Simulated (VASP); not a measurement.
# C in VASP: settings compared

Aim: see how the results for C move with the level of theory and the settings. Levels: r2SCAN, HSE06. Tasks: single point.

Program: VASP 6.6.1. These are calculated values, not measurements. Logs are shortened: lines on timing, memory, paths and dates and some standing lists are left out, and cuts for length are marked.

## (1) The cell of the first run

Symmetry: Cmcm, No. 63, orthorhombic system. The conventional cell has a = 2.516 Å, b = 4.336 Å, c = 4.169 Å, α = 90.00°, β = 90.00°, γ = 90.00°. C (site symmetry m) has 4 C at 1.54 to 1.56 Å within 2.0 Å.

## (2) Single point, r2SCAN (uniaxial x strain +0.5%)

The input, POSCAR:

```
C
1.0
    2.5157113486      0.0000000000      0.0000000000
   -1.2578556743      2.1678307826      0.0000000000
    0.0000000000      0.0000000000      4.1688692921
C
4
Direct
    0.3332878380      0.6665756760      0.0002188364
    0.6667121620      0.3334243240      0.5002188364
    0.3332878380      0.6665756760      0.3747811636
    0.6667121620      0.3334243240      0.8747811636
```

The input, INCAR.step1:

```
PREC = Accurate
ENCUT = 910
ISMEAR = 0
SIGMA = 0.01
LREAL = False
LASPH = True
NELM = 120
NBANDS = 16
GGA = PE
ALGO = Normal
EDIFF = 1E-5
LWAVE = True
LCHARG = False
GGA_COMPAT = False
```

The input, INCAR.step2:

```
PREC = Accurate
ENCUT = 910
EDIFF = 1E-6
ISMEAR = 0
SIGMA = 0.01
LREAL = False
LASPH = True
NELM = 120
ALGO = Normal
ISIF = 2
LWAVE = False
LCHARG = False
METAGGA = R2SCAN
LMIXTAU = True
NBANDS = 16
ISTART = 1
GGA_COMPAT = False
```

The input, KPOINTS:

```
Automatic mesh
0
Gamma
  12 12 6
```

Potentials or basis: VASP PAW PBE potentials, release 64 (C_h).

The run is started by

```console
$ cat potpaw_PBE.64/C_h/POTCAR > POTCAR
$ cp INCAR.step1 INCAR
$ mpirun -np 1 vasp_std > vasp.out
$ cp INCAR.step2 INCAR
$ mpirun -np 1 vasp_std > vasp.out
```

OUTCAR:

```text
PREC = Accurate
   ENCUT = 910
   EDIFF = 1E-6
   ISMEAR = 0
   LREAL = False
   LASPH = True
   NELM = 120
   ISIF = 2
   METAGGA = R2SCAN
   ISTART = 1

 ion  position               nearest neighbor table
   1  0.333  0.667  0.000-
   2  0.667  0.333  0.500-
   3  0.333  0.667  0.375-
   4  0.667  0.333  0.875-

  Warning from LATTYP: Monoclinic adjustment (A1->A3, A2->A1, A3->A2)!
  LATTYP: Found a base centered orthorhombic cell.
 ALAT       =     2.5157113486
 B/A-ratio  =     1.7234336394
 C/A-ratio  =     1.6571333967

  Lattice vectors:

 A1 = (   1.2578556743,  -2.1678307826,   0.0000000000)
 A2 = (   1.2578556743,   2.1678307826,   0.0000000000)
 A3 = (   0.0000000000,   0.0000000000,   4.1688692921)

Analysis of symmetry for initial positions (statically):
=====================================================================
 Subroutine PRICEL returns:
 Original cell was already a primitive cell.

 Routine SETGRP: Setting up the symmetry group for a
 base centered orthorhombic supercell.

 Subroutine GETGRP returns: Found  8 space group operations
 (whereof  2 operations were pure point group operations)
 out of a pool of  8 trial point group operations.

The static configuration has the point symmetry C_1h.
 The point group associated with its full space group is D_2h.

Analysis of symmetry for dynamics (positions and initial velocities):
=====================================================================
 Subroutine PRICEL returns:
 Original cell was already a primitive cell.

 Routine SETGRP: Setting up the symmetry group for a
 base centered orthorhombic supercell.

 Subroutine GETGRP returns: Found  8 space group operations
 (whereof  2 operations were pure point group operations)
 out of a pool of  8 trial point group operations.

The dynamic configuration has the point symmetry C_1h.
 The point group associated with its full space group is D_2h.

 Subroutine INISYM returns: Found  8 space group operations
 (whereof  2 operations are pure point group operations),
 and found     1 'primitive' translations

----------------------------------------------------------------------------------------

                                     Primitive cell

  volume of cell :      22.7355

  direct lattice vectors                    reciprocal lattice vectors
     2.515711349  0.000000000  0.000000000     0.397501884  0.230645309  0.000000000
    -1.257855674  2.167830783  0.000000000     0.000000000  0.461290617  0.000000000
     0.000000000  0.000000000  4.168869292     0.000000000  0.000000000  0.239873196

  length of vectors
     2.515711349  2.506330226  4.168869292     0.459570458  0.461290617  0.239873196

  position of ions in fractional coordinates (direct lattice)
     0.333287838  0.666575676  0.000218836
     0.666712162  0.333424324  0.500218836
     0.333287838  0.666575676  0.374781164
     0.666712162  0.333424324  0.874781164

  ion indices of the primitive-cell ions
   primitive index   ion index
                 1           1
                 2           2
                 3           3
                 4           4

----------------------------------------------------------------------------------------

 KPOINTS: Automatic mesh

Automatic generation of k-mesh.
 Grid dimensions read from file:
 generate k-points for:   12   12    6

 Generating k-lattice:

  Cartesian coordinates                     Fractional coordinates (reciprocal lattice)
     0.033125157  0.019220442  0.000000000     0.083333333  0.000000000  0.000000000
     0.000000000  0.038440885  0.000000000     0.000000000  0.083333333  0.000000000
     0.000000000  0.000000000  0.039978866     0.000000000  0.000000000  0.166666667

  Length of vectors
     0.038297538  0.038440885  0.039978866

  Shift w.r.t. Gamma in fractional coordinates (k-lattice)
     0.000000000  0.000000000  0.000000000

 Subroutine IBZKPT returns following result:
 ===========================================

 Found    172 irreducible k-points:

 Following reciprocal coordinates:
            Coordinates               Weight
  0.000000  0.000000  0.000000      1.000000
  0.083333 -0.000000  0.000000      4.000000
  0.166667  0.000000  0.000000      4.000000
  0.250000  0.000000  0.000000      4.000000
  0.333333 -0.000000  0.000000      4.000000
  0.416667  0.000000  0.000000      4.000000
[... 16 lines left out ...]
  0.333333  0.166667  0.000000      4.000000
  0.416667  0.166667  0.000000      4.000000
 [... further k-points ...]
   k-points           NKPTS =    172   k-points in BZ     NKDIM =    172   number of bands    NBANDS=     16
   number of dos      NEDOS =    301   number of ions     NIONS =      4
   total plane-waves  NPLWV =  32928
   dimension x,y,z NGX =    28 NGY =   28 NGZ =   42
   dimension x,y,z NGXF=    56 NGYF=   56 NGZF=   84
   ions per type =               4
   NGX,Y,Z   is equivalent  to a cutoff of  18.50, 18.57, 16.75 a.u.
   NGXF,Y,Z  is equivalent  to a cutoff of  37.01, 37.15, 33.50 a.u.
 SYSTEM =  unknown system
   PREC   = accura    normal or accurate (medium, high low for compatibility)
   ISTART =      1    job   : 0-new  1-cont  2-samecut
   ICHARG =      0    charge: 1-file 2-atom 10-const
   ISPIN  =      1    spin polarized calculation?
   LNONCOLLINEAR =      F non collinear calculations
   LSORBIT =      F    spin-orbit coupling
   LASPH  =      T    aspherical Exc in radial PAW
   ENCUT  =  910.0 eV  66.88 Ry    8.18 a.u.   6.19  6.16 10.25*2*pi/ulx,y,z
   NELM   =    120;   NELMIN=  2; NELMDL=  0     # of ELM steps
   EDIFF  = 0.1E-05   stopping-criterion for ELM
   LREAL  =      F    real-space projection
   EDIFFG = 0.1E-04   stopping-criterion for IOM
   NSW    =      0    number of steps for IOM
   IBRION =     -1    ionic relax: 0-MD 1-quasi-New 2-CG
   NFREE  =      0    steps in history (QN), initial steepest desc. (CG)
   ISIF   =      2    stress and relaxation
   ISYM   =      2    0-nonsym 1-usesym 2-fastsym
   POTIM  = 0.5000    time-step for ionic-motion
   TEBEG  =    0.0;   TEEND  =   0.0 temperature during run
   PSTRESS=    0.0 pullay stress
   NELECT =      16.0000    total number of electrons
   NUPDOWN=      -1.0000    fix difference up-down
   EMIN   =  10.00;   EMAX   =-10.00  energy-range for DOS
   EFERMI =   0.00;   METHOD = LEGACY
   ISMEAR =     0;   SIGMA  =   0.01  broadening in eV -4-tet -1-fermi 0-gaus
   EFERMI_NEDOS =   21; number of points for ismear=-14 and -15
   IALGO  =     38    algorithm
   IMIX   =      4    mixing-type and parameters
     AMIX     =   0.40;   BMIX     =  1.00
     AMIX_MAG =   1.60;   BMIX_MAG =  1.00
  volume/ion in A,a.u.               =       5.68        38.36
  Fermi-wavevector in a.u.,A,eV,Ry     =   1.456174  2.751770 28.850383  2.120443
  Thomas-Fermi vector in A             =   2.573123
   LORBIT       =      0    0 simple, 1 ext, 2 COOP (PROOUT), +10 PAW based schemes
   METAGGA = R2SCAN    functional components
   LHFCALC =     F    Hartree Fock is set to
   AEXX    =    0.0000 exact exchange contribution
   IVDW    =     0    specifies the selected vdW correction
   LEPSILON=     F    determine dielectric tensor
   LRPA    =     F    only Hartree local field effects (RPA)
 non-spin polarized calculation
 Gauss-broadening in eV      SIGMA  =   0.01
  energy-cutoff  :      910.00
  volume of cell :       22.74
 maximum number of plane-waves:      1436
 NGX is ok and might be reduce to    28
   NGX = 13   NGY = 13   NGZ = 21

 number of electron      16.0000000 magnetization

 Free energy of the ion-electron system (eV)
  ---------------------------------------------------
  ext. energy  EPLUGINS =         0.00000000
  ---------------------------------------------------
  free energy    TOTEN  =       -39.32562580 eV

  energy without entropy =      -39.32562580  energy(sigma->0) =      -39.32562580

 E-fermi :  11.2406     XC(G=0): -14.2519

 val. band max:       11.1957000154   @ k =   0.0000   0.0000   0.0000
 cond. band min:      14.7881638562   @ k =   0.3333   0.3333   0.0000
 fundamental gap:      3.5924638408
 Fermi energy:        11.2406060663

 k-point     1 :       0.0000    0.0000    0.0000
  band No.  band energies     occupation
      1     -11.7867      2.00000
      2      -6.0365      2.00000
      3      -3.1408      2.00000
      4       7.8760      2.00000
      5       7.9195      2.00000
      6      10.6837      2.00000
[... 8 lines left out ...]
     15      25.7290      0.00000
     16      30.0712      0.00000

 k-point     2 :       0.0833   -0.0000    0.0000
  band No.  band energies     occupation
      1     -11.6075      2.00000
      2      -5.8729      2.00000
      3      -2.9776      2.00000
      4       6.9722      2.00000
      5       7.5405      2.00000
      6      10.3857      2.00000
[... 8 lines left out ...]
     15      25.9663      0.00000
     16      29.2551      0.00000

 k-point     3 :       0.1667    0.0000    0.0000
  band No.  band energies     occupation
      1     -11.0720      2.00000
      2      -5.3836      2.00000
      3      -2.5020      2.00000
      4       4.8522      2.00000
      5       6.6990      2.00000
      6       8.5533      2.00000
[... 8 lines left out ...]
     15      26.7058      0.00000
     16      27.0965      0.00000

 k-point     4 :       0.2500    0.0000    0.0000
  band No.  band energies     occupation
      1     -10.1883      2.00000
      2      -4.5749      2.00000
      3      -1.7859      2.00000
      4       2.3841      2.00000
      5       5.7868      2.00000
      6       6.3313      2.00000
[... 8 lines left out ...]
     15      26.6560      0.00000
     16      27.4816      0.00000
[... 324 lines left out ...]
 k-point    22 :       0.2500    0.1667    0.0000
  band No.  band energies     occupation
      1      -8.4495      2.00000
      2      -2.9784      2.00000
      3      -1.2664      2.00000
      4       0.8954      2.00000
      5       2.8364      2.00000
      6       4.1021      2.00000
[... 8 lines left out ...]
     15      26.5538      0.00000
     16      26.9482      0.00000

 k-point    23 :       0.3333    0.1667    0.0000
  band No.  band energies     occupation
      1      -6.9948      2.00000
      2      -2.7723      2.00000
      3      -1.6254      2.00000
      4       1.2361      2.00000
      5       2.2102      2.00000
      6       2.4023      2.00000
[... 8 lines left out ...]
     15      27.7891      0.00000
     16      28.3712      0.00000

 k-point    24 :       0.4167    0.1667    0.0000
  band No.  band energies     occupation
      1      -5.9006      2.00000
      2      -4.0226      2.00000
      3      -0.5493      2.00000
      4       0.9382      2.00000
      5       1.4051      2.00000
      6       2.6459      2.00000
[... 8 lines left out ...]
     15      28.6024      0.00000
     16      30.1958      0.00000

 [... further k-points ...]

------------------------ aborting loop because EDIFF is reached ----------------------------------------

  FORCE on cell =-STRESS in cart. coord.  units (eV):
  Direction    XX          YY          ZZ          XY          YZ          ZX
  --------------------------------------------------------------------------------------
  -------------------------------------------------------------------------------------
  Total       -0.9884616     -0.1836204     -0.1192358      0.0000000      0.0000000      0.0000000
  in kB      -69.6571845    -12.9397858     -8.4025818      0.0000000      0.0000000      0.0000000
  external PRESSURE =     -30.3331840 kB  Pullay stress =       0.0000000 kB

 VOLUME and BASIS-vectors are now :
 -----------------------------------------------------------------------------
  energy-cutoff  :      910.00
  volume of cell :       22.74
      direct lattice vectors                 reciprocal lattice vectors
     2.515711349  0.000000000  0.000000000     0.397501884  0.230645309  0.000000000
    -1.257855674  2.167830783  0.000000000     0.000000000  0.461290617  0.000000000
     0.000000000  0.000000000  4.168869292     0.000000000  0.000000000  0.239873196

 POSITION                                       TOTAL-FORCE (eV/Angst)
 -----------------------------------------------------------------------------------
     -0.00000      1.44502      0.00091        -0.000000      0.000337     -0.002017
      1.25786      0.72281      2.08535         0.000000     -0.000337     -0.002017
     -0.00000      1.44502      1.56241        -0.000000      0.000337      0.002017
      1.25786      0.72281      3.64685         0.000000     -0.000337      0.002017
 -----------------------------------------------------------------------------------
    total drift:                               -0.000000     -0.000000      0.000362

  FREE ENERGIE OF THE ION-ELECTRON SYSTEM (eV)
  ---------------------------------------------------
  free  energy   TOTEN  =       -39.3256258046 eV

  energy  without entropy=      -39.3256258046  energy(sigma->0) =      -39.32562580
```

Run time: 5.7 min. Hardware: 1 thread of Intel Xeon Platinum 8559C (Emerald Rapids), shared host; peak memory 0.24 GiB.

Results:

```
Free energy            : -39.3256 eV
Pressure               : -3.0 GPa
Band gap on the k mesh : 3.59 eV (least direct gap 5.14 eV)
```

Forces in eV/Å, atoms in the order of the input:
```
C    0.000  0.000 -0.002
C    0.000  0.000 -0.002
C    0.000  0.000  0.002
C    0.000  0.000  0.002
```

Caveat: the cell differs from its parent crystal (uniaxial x strain +0.5%); the cutoff is under 1.25 times the usual one of these potentials, so pressure, stress and relaxed cells hold a basis-set (Pulay) error; the cell stands under tension; the PAW data sets were made with another functional, which shifts forces and pressure a little.

## (3) Single point, HSE06 (strain +0.5%)

The input, POSCAR:

```
C
1.0
    2.5157113486      0.0000000000      0.0000000000
   -1.2578556743      2.1786699365      0.0000000000
    0.0000000000      0.0000000000      4.1897136386
C
4
Direct
    0.3333333333      0.6666666667      0.0001745392
    0.6666666667      0.3333333333      0.5001745392
    0.3333333333      0.6666666667      0.3748254608
    0.6666666667      0.3333333333      0.8748254608
```

The input, INCAR.step1:

```
ALGO = Normal
EDIFF = 1E-5
ENCUT = 520
GGA = PE
ISIF = 2
ISMEAR = 0
LASPH = True
LCHARG = False
LREAL = False
LWAVE = True
NBANDS = 16
NELM = 80
PREC = Accurate
SIGMA = 0.01
```

The input, INCAR.step2:

```
ALGO = Normal
EDIFF = 1E-6
ENCUT = 520
GGA = PE
HFSCREEN = 0.2079
ISIF = 2
ISMEAR = 0
ISTART = 1
LASPH = True
LCHARG = False
LHFCALC = True
LREAL = False
LWAVE = False
NBANDS = 16
NELM = 80
PREC = Accurate
PRECFOCK = Normal
SIGMA = 0.01
```

The input, KPOINTS:

```
k-points
0
Gamma
  9 9 4
```

Potentials or basis: VASP PAW PBE potentials, release 64 (C).

The run is started by

```console
$ cat potpaw_PBE.64/C/POTCAR > POTCAR
$ cp INCAR.step1 INCAR
$ mpirun -np 1 vasp_std > vasp.out
$ cp INCAR.step2 INCAR
$ mpirun -np 1 vasp_std > vasp.out
```

Run time: 40 min. Hardware: 1 thread of Intel Xeon Platinum 8559C (Emerald Rapids), shared host; peak memory 0.24 GiB.

It converged, with:

| Item | Value |
| --- | --- |
| Free energy | -41.9790 eV |
| Pressure | -11.5 GPa |
| Band gap on the k mesh | 4.43 eV (least direct gap 6.31 eV) |

Stress tensor (GPa, compression positive):
```
-11.04   0.00   0.00
  0.00 -11.04   0.00
  0.00   0.00 -12.39
```

Levels at points of the mesh, in eV from the valence-band top:
```tsv
k point	band 5	band 6	band 7	band 8	band 9	band 10	band 11	band 12
(0.00, 0.00, 0.00)	-3.30	-0.45	0.00	0.00	6.31	6.31	6.66	9.47
(0.00, 0.00, 0.50)	-1.97	-1.97	-1.97	-1.97	8.72	8.72	8.72	8.72
```

Caveat: the cell differs from its parent crystal (strain +0.5%); the cell stands under tension; the PAW data sets were made with another functional, which shifts forces and pressure a little; an odd mesh through Γ misses points on the zone boundary, where band edges can lie.
